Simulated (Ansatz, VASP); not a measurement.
# K in VASP and in Ansatz

Contents of INCAR:

```
ALGO = Normal
EDIFF = 1E-6
ENCUT = 520
ISIF = 2
ISMEAR = -1
LASPH = True
LCHARG = True
LELF = True
LREAL = False
LVHAR = True
LWAVE = False
NBANDS = 10
NELM = 80
PREC = Accurate
SIGMA = 0.05
```

KPOINTS

```
k-points
0
Gamma
  7 7 7
```

POSCAR

```
K
1.0
   -2.6975585167      2.6975585167      2.6975585167
    2.6975585167     -2.6975585167      2.6975585167
    2.6975585167      2.6975585167     -2.6975585167
K
1
Direct
    0.0000000000      0.0000000000      0.0000000000
```

input.yaml

```yaml
crystal:
  lattice:
    - [-2.6975585167, 2.6975585167, 2.6975585167]
    - [2.6975585167, -2.6975585167, 2.6975585167]
    - [2.6975585167, 2.6975585167, -2.6975585167]
  atoms:
    - { symbol: K, position: [0.0, 0.0, 0.0] }
kpoints:
  mp_grid: { grid: [7, 7, 7] }
  band_path:
    path:
      - [0.0, 0.0, 0.0]
      - [0.5, -0.5, 0.5]
      - [0.0, 0.0, 0.5]
      - [0.0, 0.0, 0.0]
      - [0.25, 0.25, 0.25]
      - [0.5, -0.5, 0.5]
    npoints: 10
scf:
  occupations: { method: fermi_dirac, width: 0.05 }
hamiltonian:
  xc: lda
  pseudopotentials: { kind: all_electron, lapw: { basis_error: 0.001 } }
output:
  forces: true
  stress: true
  eigenvalues: true
```

Alike in both runs: functional LDA; k mesh 7 × 7 × 7; occupations fermi-dirac, width 0.05 eV; no spin polarisation.

|  | VASP | Ansatz |
| --- | --- | --- |
| version | VASP 6.6.1 | Ansatz 0.2.0 |
| potentials or method | VASP PAW LDA potentials, release 64 (K_sv), cutoff 520 eV | all-electron LAPW, scalar-relativistic |
| task | single point | band structure |

|  | VASP | Ansatz | Ansatz less VASP |
| --- | --- | --- | --- |
| gap on the k mesh at the Fermi level (eV) | none | none | - |
| pressure (GPa) | -0.6 | -0.6 | +0.01 |

LDA's correlation is that of Perdew and Zunger in VASP and of Perdew and Wang (1992) in Ansatz. A gap of «none» marks a metal or a gap that the smearing closes. Ansatz ran all-electron here, and VASP with PAW potentials.
